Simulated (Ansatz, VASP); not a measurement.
## Two plane-wave programs on BaMgPF

```
CELL_PARAMETERS angstrom
4.33386 0.00000 0.00000
0.00000 4.33386 0.00000
0.00000 0.00000 9.57329
ATOMIC_POSITIONS crystal
Ba 0.50000 0.00000 0.16055
Ba 0.00000 0.50000 0.83945
P 0.50000 0.00000 0.65313
P 0.00000 0.50000 0.34687
Mg 0.50000 0.50000 0.50000
Mg 0.00000 0.00000 0.50000
F 0.50000 0.50000 0.00000
F 0.00000 0.00000 0.00000
```

Alike in both runs: functional PBE; k mesh 6 × 6 × 4; occupations gaussian, width 0.02 eV; no spin polarisation.

Ansatz relaxed the structure, and its values are those at the end. VASP's run is a single point on that final structure, the one shown.

|  | VASP | Ansatz |
| --- | --- | --- |
| version | VASP 6.6.1 | Ansatz 0.2.0 |
| potentials or method | VASP PAW PBE potentials, release 64 (Ba_sv, P, Mg, F), cutoff 520 eV | scalar-relativistic, plane waves, PAW |
| valence electrons in the cell | 48 | 64 |

```tsv
	VASP	Ansatz	Ansatz less VASP
gap on the k mesh at the Fermi level (eV)	1.76	1.78	+0.021
least direct gap on the mesh (eV)	1.76	1.78	+0.021
pressure (GPa)	0.5	0.0	-0.49
rms of the force components (eV/Å)	0.039	0.000	-0.0392
```

VASP's potentials hold 48 valence electrons a cell and Ansatz's 64, so a difference there can come from the potentials and not from the codes.

Spin-orbit coupling is off throughout.
